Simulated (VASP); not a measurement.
Here is a VASP 6.6.1 calculation.

File POSCAR:

```
Al2O3
1.0
    2.3794673056      1.3737860894      4.3317585633
   -2.3794673056      1.3737860894      4.3317585633
    0.0000000000     -2.7475721789      4.3317585633
Al O
4 6
Direct
    0.8519237420      0.8519237420      0.8519237420
    0.6480762580      0.6480762580      0.6480762580
    0.1480762580      0.1480762580      0.1480762580
    0.3519237420      0.3519237420      0.3519237420
    0.0563371531      0.7500000000      0.4436628469
    0.7500000000      0.4436628469      0.0563371531
    0.4436628469      0.0563371531      0.7500000000
    0.9436628469      0.2500000000      0.5563371531
    0.2500000000      0.5563371531      0.9436628469
    0.5563371531      0.9436628469      0.2500000000
```

Contents of INCAR.step1:

```
SYSTEM = Al2O3
PREC = Accurate
ENCUT = 520
ISMEAR = -1
SIGMA = 0.05
LREAL = .False.
LASPH = .True.
NELM = 100
NBANDS = 35
GGA = PE
ALGO = Normal
EDIFF = 1E-4
LWAVE = .True.
LCHARG = .False.
```

INCAR.step2

```
SYSTEM = Al2O3
PREC = Accurate
ENCUT = 520
EDIFF = 1E-7
ISMEAR = -1
SIGMA = 0.05
LREAL = .False.
LASPH = .True.
NELM = 100
ALGO = Normal
ISIF = 2
LWAVE = .False.
LCHARG = .False.
METAGGA = R2SCAN
LMIXTAU = .True.
NBANDS = 35
ISTART = 1
```

Contents of KPOINTS:

```
regular mesh
0
Gamma
  7 7 7
  0 0 0
```

Potentials or basis: VASP PAW PBE potentials, release 64 (Al, O).

Command:

```bash
$ cat potpaw_PBE.64/Al/POTCAR potpaw_PBE.64/O/POTCAR > POTCAR
$ cp INCAR.step1 INCAR
$ mpirun -np 1 vasp_std > vasp.out
$ cp INCAR.step2 INCAR
$ mpirun -np 1 vasp_std > vasp.out
```

**Question.** Predict the pressure.

**Answer.** -0.5 GPa.

**Question.** Predict the largest force.

**Answer.** 0.021 eV/Å.

**Question.** Estimate the band gap on the k mesh.

**Answer.** 7.15 eV.

Forces on the atoms (eV/Å):
```
Al   0.000  0.000 -0.021
Al   0.000  0.000  0.021
Al   0.000  0.000  0.021
Al   0.000  0.000 -0.021
O   -0.005 -0.008  0.000
O   -0.005  0.008  0.000
O    0.010  0.000  0.000
O    0.005  0.008  0.000
O    0.005 -0.008  0.000
O   -0.010  0.000  0.000
```

Caveat: the PAW data sets were made with another functional, which shifts forces and pressure a little; an odd mesh through Γ misses points on the zone boundary, where band edges can lie.

**What was measured.**

From “Multi-petahertz electron interference in Cr:Al2O3 solid-state material”, 2018, pmc:5906618, for a bulk crystal of Al2O3: band gap 8.7 eV (optical).

Against the measured gap of Al2O3, 8.7 eV (optical; quoted in “Multi-petahertz electron interference in Cr:Al2O3 solid-state material”, 2018, pmc:5906618), the calculated 7.15 eV is off by -1.55 eV. The value is that of r2SCAN on a finite k mesh, which can miss the band edges, without temperature or zero-point motion.
